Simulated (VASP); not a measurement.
# Ir (Fm-3m) in VASP: further runs

Ir is run at these levels: r2SCAN; tasks: single point.

Everything below comes from runs of VASP 6.6.1. Logs are shortened: lines on timing, memory, paths and dates and some standing lists are left out, and cuts for length are marked.

## Step 1: The cell of the first run

It takes space group Fm-3m (No. 225, cubic). Conventional cell: a = 3.846 Å, b = 3.846 Å, c = 3.846 Å, α = 90.00°, β = 90.00°, γ = 90.00°. Ir (site symmetry m-3m) has 12 Ir at 2.72 Å within 3.6 Å.

## Step 2: Single point, r2SCAN

POSCAR

```
Ir
1.0
    0.0000000000      1.9228496764      1.9228496764
    1.9228496764      0.0000000000      1.9228496764
    1.9228496764      1.9228496764      0.0000000000
Ir
1
Direct
    0.0000000000      0.0000000000      0.0000000000
```

INCAR.step1

```
  ALGO = Normal
  EDIFF = 1E-4
  ENCUT = 520
  GGA = PE
  ISMEAR = -1
  LASPH = True
  LCHARG = False
  LREAL = False
  LWAVE = True
  NBANDS = 10
  NELM = 60
  PREC = Accurate
  SIGMA = 0.1
```

INCAR.step2

```
  ALGO = Normal
  EDIFF = 1E-6
  ENCUT = 520
  ISIF = 2
  ISMEAR = -1
  ISTART = 1
  LASPH = True
  LCHARG = True
  LELF = True
  LMIXTAU = True
  LREAL = False
  LVHAR = True
  LWAVE = False
  METAGGA = R2SCAN
  NBANDS = 10
  NELM = 60
  PREC = Accurate
  SIGMA = 0.1
```

KPOINTS

```
k-points
0
Gamma
  9 9 9
```

Potentials or basis: VASP PAW PBE potentials, release 64 (Ir).

Started as:

```bash
> cat potpaw_PBE.64/Ir/POTCAR > POTCAR
> cp INCAR.step1 INCAR
> mpirun -np 1 vasp_std > vasp.out
> cp INCAR.step2 INCAR
> mpirun -np 1 vasp_std > vasp.out
```

OUTCAR:

```text
EDIFF = 1E-6
   ENCUT = 520
   ISIF = 2
   ISMEAR = -1
   ISTART = 1
   LASPH = True
   LREAL = False
   METAGGA = R2SCAN
   NELM = 60
   PREC = Accurate

 ion  position               nearest neighbor table
   1  0.000  0.000  0.000-

  LATTYP: Found a face centered cubic cell.
 ALAT       =     3.8456993528

  Lattice vectors:

 A1 = (   0.0000000000,   1.9228496764,   1.9228496764)
 A2 = (   1.9228496764,   0.0000000000,   1.9228496764)
 A3 = (   1.9228496764,   1.9228496764,   0.0000000000)

Analysis of symmetry for initial positions (statically):
=====================================================================
 Subroutine PRICEL returns:
 Original cell was already a primitive cell.

 Routine SETGRP: Setting up the symmetry group for a
 face centered cubic supercell.

 Subroutine GETGRP returns: Found 48 space group operations
 (whereof 48 operations were pure point group operations)
 out of a pool of 48 trial point group operations.

The static configuration has the point symmetry O_h .

Analysis of symmetry for dynamics (positions and initial velocities):
=====================================================================
 Subroutine PRICEL returns:
 Original cell was already a primitive cell.

 Routine SETGRP: Setting up the symmetry group for a
 face centered cubic supercell.

 Subroutine GETGRP returns: Found 48 space group operations
 (whereof 48 operations were pure point group operations)
 out of a pool of 48 trial point group operations.

The dynamic configuration has the point symmetry O_h .

 Subroutine INISYM returns: Found 48 space group operations
 (whereof 48 operations are pure point group operations),
 and found     1 'primitive' translations

----------------------------------------------------------------------------------------

                                     Primitive cell

  volume of cell :      14.2189

  direct lattice vectors                    reciprocal lattice vectors
     0.000000000  1.922849676  1.922849676    -0.260030727  0.260030727  0.260030727
     1.922849676  0.000000000  1.922849676     0.260030727 -0.260030727  0.260030727
     1.922849676  1.922849676  0.000000000     0.260030727  0.260030727 -0.260030727

  length of vectors
     2.719320091  2.719320091  2.719320091     0.450386431  0.450386431  0.450386431

  position of ions in fractional coordinates (direct lattice)
     0.000000000  0.000000000  0.000000000

  ion indices of the primitive-cell ions
   primitive index   ion index
                 1           1

----------------------------------------------------------------------------------------

 KPOINTS: k-points

Automatic generation of k-mesh.
 Grid dimensions read from file:
 generate k-points for:    9    9    9

 Generating k-lattice:

  Cartesian coordinates                     Fractional coordinates (reciprocal lattice)
    -0.028892303  0.028892303  0.028892303     0.111111111  0.000000000  0.000000000
     0.028892303 -0.028892303  0.028892303     0.000000000  0.111111111  0.000000000
     0.028892303  0.028892303 -0.028892303     0.000000000  0.000000000  0.111111111

  Length of vectors
     0.050042937  0.050042937  0.050042937

  Shift w.r.t. Gamma in fractional coordinates (k-lattice)
     0.000000000  0.000000000  0.000000000

 Subroutine IBZKPT returns following result:
 ===========================================

 Found     35 irreducible k-points:

 Following reciprocal coordinates:
            Coordinates               Weight
  0.000000  0.000000  0.000000      1.000000
  0.111111  0.000000  0.000000      8.000000
  0.222222  0.000000  0.000000      8.000000
  0.333333  0.000000  0.000000      8.000000
  0.444444  0.000000  0.000000      8.000000
  0.111111  0.111111  0.000000      6.000000
[... 16 lines left out ...]
 -0.333333  0.333333  0.000000     12.000000
  0.444444  0.444444  0.000000      6.000000
 [... further k-points ...]
   k-points           NKPTS =     35   k-points in BZ     NKDIM =     35   number of bands    NBANDS=     10
   number of dos      NEDOS =    301   number of ions     NIONS =      1
   total plane-waves  NPLWV =   8000
   dimension x,y,z NGX =    20 NGY =   20 NGZ =   20
   dimension x,y,z NGXF=    40 NGYF=   40 NGZF=   40
   ions per type =               1
   NGX,Y,Z   is equivalent  to a cutoff of  12.23, 12.23, 12.23 a.u.
   NGXF,Y,Z  is equivalent  to a cutoff of  24.45, 24.45, 24.45 a.u.
 SYSTEM =  unknown system
   PREC   = accura    normal or accurate (medium, high low for compatibility)
   ISTART =      1    job   : 0-new  1-cont  2-samecut
   ICHARG =      0    charge: 1-file 2-atom 10-const
   ISPIN  =      1    spin polarized calculation?
   LNONCOLLINEAR =      F non collinear calculations
   LSORBIT =      F    spin-orbit coupling
   LASPH  =      T    aspherical Exc in radial PAW
   ENCUT  =  520.0 eV  38.22 Ry    6.18 a.u.   5.06  5.06  5.06*2*pi/ulx,y,z
   NELM   =     60;   NELMIN=  2; NELMDL=  0     # of ELM steps
   EDIFF  = 0.1E-05   stopping-criterion for ELM
   LREAL  =      F    real-space projection
   EDIFFG = 0.1E-04   stopping-criterion for IOM
   NSW    =      0    number of steps for IOM
   IBRION =     -1    ionic relax: 0-MD 1-quasi-New 2-CG
   NFREE  =      0    steps in history (QN), initial steepest desc. (CG)
   ISIF   =      2    stress and relaxation
   ISYM   =      2    0-nonsym 1-usesym 2-fastsym
   POTIM  = 0.5000    time-step for ionic-motion
   TEBEG  =    0.0;   TEEND  =   0.0 temperature during run
   PSTRESS=    0.0 pullay stress
   NELECT =       9.0000    total number of electrons
   NUPDOWN=      -1.0000    fix difference up-down
   EMIN   =  10.00;   EMAX   =-10.00  energy-range for DOS
   EFERMI =   0.00;   METHOD = LEGACY
   ISMEAR =    -1;   SIGMA  =   0.10  broadening in eV -4-tet -1-fermi 0-gaus
   EFERMI_NEDOS =   21; number of points for ismear=-14 and -15
   IALGO  =     38    algorithm
   IMIX   =      4    mixing-type and parameters
     AMIX     =   0.40;   BMIX     =  1.00
     AMIX_MAG =   1.60;   BMIX_MAG =  1.00
  volume/ion in A,a.u.               =      14.22        95.95
  Fermi-wavevector in a.u.,A,eV,Ry     =   1.405617  2.656231 26.881835  1.975759
  Thomas-Fermi vector in A             =   2.528060
   LORBIT       =      0    0 simple, 1 ext, 2 COOP (PROOUT), +10 PAW based schemes
   METAGGA = R2SCAN    functional components
   LHFCALC =     F    Hartree Fock is set to
   AEXX    =    0.0000 exact exchange contribution
   IVDW    =     0    specifies the selected vdW correction
   LEPSILON=     F    determine dielectric tensor
   LRPA    =     F    only Hartree local field effects (RPA)
 non-spin polarized calculation
  energy-cutoff  :      520.00
  volume of cell :       14.22
 maximum number of plane-waves:       390
   NGX = 11   NGY = 11   NGZ = 11

 number of electron       9.0000000 magnetization

 Free energy of the ion-electron system (eV)
  ---------------------------------------------------
  ext. energy  EPLUGINS =         0.00000000
  ---------------------------------------------------
  free energy    TOTEN  =       -52.39253249 eV

  energy without entropy =      -52.37136120  energy(sigma->0) =      -52.38194684

 E-fermi :   9.9555     XC(G=0): -15.2981

 val. band max:        9.8501228398   @ k =   0.3333   0.0000   0.0000
 cond. band min:      10.0030267131   @ k =  -0.4444   0.4444   0.1111
 fundamental gap:      0.1529038733
 Fermi energy:         9.9555381847

 k-point     1 :       0.0000    0.0000    0.0000
  band No.  band energies     occupation
      1      -1.3868      2.00000
      2       6.1121      2.00000
      3       6.1121      2.00000
      4       6.1121      2.00000
      5       8.8098      1.99998
      6       8.8098      1.99998
      7      25.2152      0.00000
      8      31.0334      0.00000
      9      31.0334      0.00000
     10      31.0334      0.00000

 k-point     2 :       0.1111    0.0000    0.0000
  band No.  band energies     occupation
      1      -0.8294      2.00000
      2       5.8374      2.00000
      3       6.3365      2.00000
      4       6.3365      2.00000
      5       8.6844      1.99999
      6       8.6844      1.99999
      7      26.1291      0.00000
      8      28.7933      0.00000
      9      31.9333      0.00000
     10      31.9333      0.00000

 k-point     3 :       0.2222    0.0000    0.0000
  band No.  band energies     occupation
      1       0.5494      2.00000
      2       5.5182      2.00000
      3       6.5808      2.00000
      4       6.5808      2.00000
      5       8.8357      1.99997
      6       8.8357      1.99997
      7      25.5012      0.00000
      8      27.6653      0.00000
      9      34.2530      0.00000
     10      34.2530      0.00000

 k-point     4 :       0.3333    0.0000    0.0000
  band No.  band energies     occupation
      1       1.5953      2.00000
      2       6.3054      2.00000
      3       6.3054      2.00000
      4       6.5238      2.00000
      5       9.8501      1.48315
      6       9.8501      1.48314
      7      21.9605      0.00000
      8      26.4245      0.00000
      9      33.7172      0.00000
     10      33.7173      0.00000
[... 222 lines left out ...]
 k-point    22 :      -0.4444    0.3333    0.0000
  band No.  band energies     occupation
      1       2.8191      2.00000
      2       3.7369      2.00000
      3       7.2521      2.00000
      4       9.0998      1.99962
      5      11.0730      0.00003
      6      16.1962      0.00000
      7      17.8538      0.00000
      8      23.3742      0.00000
      9      25.8448      0.00000
     10      32.1121      0.00000

 k-point    23 :      -0.3333    0.3333    0.0000
  band No.  band energies     occupation
      1       3.4370      2.00000
      2       4.6180      2.00000
      3       6.1044      2.00000
      4       8.3975      2.00000
      5      10.1391      0.27509
      6      15.4325      0.00000
      7      20.3809      0.00000
      8      21.5249      0.00000
      9      28.6835      0.00000
     10      30.6694      0.00000

 k-point    24 :       0.4444    0.4444    0.0000
  band No.  band energies     occupation
      1       2.0175      2.00000
      2       2.5987      2.00000
      3      10.8474      0.00027
      4      11.0854      0.00002
      5      11.3294      0.00000
      6      11.3294      0.00000
      7      22.1323      0.00000
      8      22.8874      0.00000
      9      22.8874      0.00000
     10      32.1581      0.00000

 [... further k-points ...]

------------------------ aborting loop because EDIFF is reached ----------------------------------------

  FORCE on cell =-STRESS in cart. coord.  units (eV):
  Direction    XX          YY          ZZ          XY          YZ          ZX
  --------------------------------------------------------------------------------------
  -------------------------------------------------------------------------------------
  Total        0.1497860      0.1497860      0.1497860      0.0000000     -0.0000000      0.0000000
  in kB       16.8778020     16.8778020     16.8778020      0.0000000     -0.0000000      0.0000000
  external PRESSURE =      16.8778020 kB  Pullay stress =       0.0000000 kB

 VOLUME and BASIS-vectors are now :
 -----------------------------------------------------------------------------
  energy-cutoff  :      520.00
  volume of cell :       14.22
      direct lattice vectors                 reciprocal lattice vectors
     0.000000000  1.922849676  1.922849676    -0.260030727  0.260030727  0.260030727
     1.922849676  0.000000000  1.922849676     0.260030727 -0.260030727  0.260030727
     1.922849676  1.922849676  0.000000000     0.260030727  0.260030727 -0.260030727

 POSITION                                       TOTAL-FORCE (eV/Angst)
 -----------------------------------------------------------------------------------
      0.00000      0.00000      0.00000         0.000000      0.000000      0.000000
 -----------------------------------------------------------------------------------
    total drift:                                0.000000      0.000000      0.000000

  FREE ENERGIE OF THE ION-ELECTRON SYSTEM (eV)
  ---------------------------------------------------
  free  energy   TOTEN  =       -52.3925324931 eV

  energy  without entropy=      -52.3713611967  energy(sigma->0) =      -52.38194684
```

It took 11 s on 1 thread of Intel Xeon 6975P-C (Granite Rapids), shared host; peak memory 0.13 GiB.

What came out:

```yaml
Free_energy: -52.3925 eV
Pressure: 1.7 GPa
```

Caveat: the PAW data sets were made with another functional, which shifts forces and pressure a little; spin-orbit coupling is left out, which moves the levels of the heavy elements.

## Step 3: Single point, r2SCAN

POSCAR is that of step 2.

INCAR.step1

```
PREC = Accurate ; ENCUT = 520
ISMEAR = -1 ; SIGMA = 0.1
LREAL = False ; LASPH = True
NELM = 60 ; NBANDS = 10
GGA = PE ; ALGO = Normal
EDIFF = 1E-4 ; LWAVE = True
LCHARG = False
```

INCAR.step2

```
PREC = Accurate ; ENCUT = 520
EDIFF = 1E-6 ; ISMEAR = -1
SIGMA = 0.1 ; LREAL = False
LASPH = True ; NELM = 60
ALGO = Normal ; ISIF = 2
LWAVE = False ; LCHARG = False
METAGGA = R2SCAN ; LMIXTAU = True
NBANDS = 10 ; ISTART = 1
```

KPOINTS

```
Automatic mesh
0
Gamma
  11 11 11
```

Potentials or basis: VASP PAW PBE potentials, release 64 (Ir).

Started as:

```bash
> cat potpaw_PBE.64/Ir/POTCAR > POTCAR
> cp INCAR.step1 INCAR
> mpirun -np 1 vasp_std > vasp.out
> cp INCAR.step2 INCAR
> mpirun -np 1 vasp_std > vasp.out
```

OUTCAR:

```text
PREC = Accurate
   ENCUT = 520
   EDIFF = 1E-6
   ISMEAR = -1
   LREAL = False
   LASPH = True
   NELM = 60
   ISIF = 2
   METAGGA = R2SCAN
   ISTART = 1

 ion  position               nearest neighbor table
   1  0.000  0.000  0.000-

  LATTYP: Found a face centered cubic cell.
 ALAT       =     3.8456993528

  Lattice vectors:

 A1 = (   0.0000000000,   1.9228496764,   1.9228496764)
 A2 = (   1.9228496764,   0.0000000000,   1.9228496764)
 A3 = (   1.9228496764,   1.9228496764,   0.0000000000)

Analysis of symmetry for initial positions (statically):
=====================================================================
 Subroutine PRICEL returns:
 Original cell was already a primitive cell.

 Routine SETGRP: Setting up the symmetry group for a
 face centered cubic supercell.

 Subroutine GETGRP returns: Found 48 space group operations
 (whereof 48 operations were pure point group operations)
 out of a pool of 48 trial point group operations.

The static configuration has the point symmetry O_h .

[... 160 lines left out ...]
 cond. band min:      10.0535688433   @ k =   0.4545   0.3636   0.0000
 fundamental gap:      0.0474158146
 Fermi energy:        10.0464021700

 k-point     1 :       0.0000    0.0000    0.0000
  band No.  band energies     occupation
      1      -1.3844      2.00000
      2       6.1209      2.00000
      3       6.1209      2.00000
      4       6.1209      2.00000
      5       8.8095      1.99999
      6       8.8095      1.99999
      7      25.1991      0.00000
      8      31.0354      0.00000
      9      31.0354      0.00000
     10      31.0354      0.00000
[... 287 lines left out ...]
 k-point    24 :      -0.1818    0.1818    0.0000
  band No.  band energies     occupation
      1       1.9324      2.00000
      2       4.9058      2.00000
      3       6.2742      2.00000
      4       7.5739      2.00000
      5       7.6044      2.00000
      6      10.7747      0.00137
      7      25.0322      0.00000
      8      28.0342      0.00000
      9      30.6720      0.00000
     10      31.5758      0.00000

 [... further k-points ...]

------------------------ aborting loop because EDIFF is reached ----------------------------------------

  FORCE on cell =-STRESS in cart. coord.  units (eV):
  Direction    XX          YY          ZZ          XY          YZ          ZX
  --------------------------------------------------------------------------------------
  -------------------------------------------------------------------------------------
  Total        0.2497972      0.2497972      0.2497972      0.0000000      0.0000000      0.0000000
  in kB       28.1470067     28.1470067     28.1470067      0.0000000      0.0000000      0.0000000
  external PRESSURE =      28.1470067 kB  Pullay stress =       0.0000000 kB

 VOLUME and BASIS-vectors are now :
 -----------------------------------------------------------------------------
  energy-cutoff  :      520.00
  volume of cell :       14.22
      direct lattice vectors                 reciprocal lattice vectors
     0.000000000  1.922849676  1.922849676    -0.260030727  0.260030727  0.260030727
     1.922849676  0.000000000  1.922849676     0.260030727 -0.260030727  0.260030727
     1.922849676  1.922849676  0.000000000     0.260030727  0.260030727 -0.260030727

 POSITION                                       TOTAL-FORCE (eV/Angst)
 -----------------------------------------------------------------------------------
      0.00000      0.00000      0.00000         0.000000      0.000000      0.000000
 -----------------------------------------------------------------------------------
    total drift:                                0.000000      0.000000      0.000000

  FREE ENERGIE OF THE ION-ELECTRON SYSTEM (eV)
  ---------------------------------------------------
  free  energy   TOTEN  =       -52.3603557372 eV

  energy  without entropy=      -52.3205608653  energy(sigma->0) =      -52.34045830
```

OUTCAR.step1:

```text
PREC = Accurate
   ENCUT = 520
   ISMEAR = -1
   LREAL = False
   LASPH = True
   NELM = 60
[... 526 lines left out ...]
 POSITION                                       TOTAL-FORCE (eV/Angst)
 -----------------------------------------------------------------------------------
      0.00000      0.00000      0.00000         0.000000      0.000000     -0.000000
 -----------------------------------------------------------------------------------
    total drift:                                0.000000     -0.000000     -0.000000

  FREE ENERGIE OF THE ION-ELECTRON SYSTEM (eV)
  ---------------------------------------------------
  free  energy   TOTEN  =        -8.8387254896 eV

  energy  without entropy=       -8.7967012506  energy(sigma->0) =       -8.81771337
```

OSZICAR.step1:

```text
N       E                     dE             d eps       ncg     rms          rms(c)
DAV:   1     0.496014588023E+02    0.49601E+02   -0.44241E+03  1120   0.835E+02
DAV:   2    -0.852404914610E+01   -0.58126E+02   -0.55783E+02  1132   0.203E+02
DAV:   3    -0.938775484950E+01   -0.86371E+00   -0.85986E+00  1314   0.299E+01
DAV:   4    -0.939536630360E+01   -0.76115E-02   -0.76097E-02  1268   0.254E+00
DAV:   5    -0.939551252254E+01   -0.14622E-03   -0.14622E-03  1300   0.341E-01    0.151E+01
DAV:   6    -0.893164833708E+01    0.46386E+00   -0.80184E-01  1248   0.110E+01    0.624E+00
DAV:   7    -0.884483374797E+01    0.86815E-01   -0.26446E-01  1296   0.584E+00    0.150E+00
DAV:   8    -0.884185545460E+01    0.29783E-02   -0.22468E-03  1210   0.503E-01    0.105E+00
DAV:   9    -0.883872035869E+01    0.31351E-02   -0.21097E-03  1258   0.641E-01    0.168E-02
DAV:  10    -0.883872548955E+01   -0.51309E-05   -0.10444E-05   616   0.324E-02
   1 F= -.88387255E+01 E0= -.88177134E+01  d E =-.420242E-01
```

Run time: 13 s. Hardware: 1 thread of Intel Xeon 6975P-C (Granite Rapids), shared host; peak memory 0.13 GiB.

Results:

```yaml
Free_energy: -52.3604 eV
Pressure: 2.8 GPa
```

Levels at points of the mesh, in eV from the Fermi level:
```csv
k point,band 1,band 2,band 3,band 4,band 5,band 6,band 7,band 8,band 9
"(0.00, 0.00, 0.00)",-11.43,-3.93,-3.93,-3.93,-1.24,-1.24,15.15,20.99,20.99
```

Caveat: the PAW data sets were made with another functional, which shifts forces and pressure a little; spin-orbit coupling is left out, which moves the levels of the heavy elements.

[end of part 1 of 2]
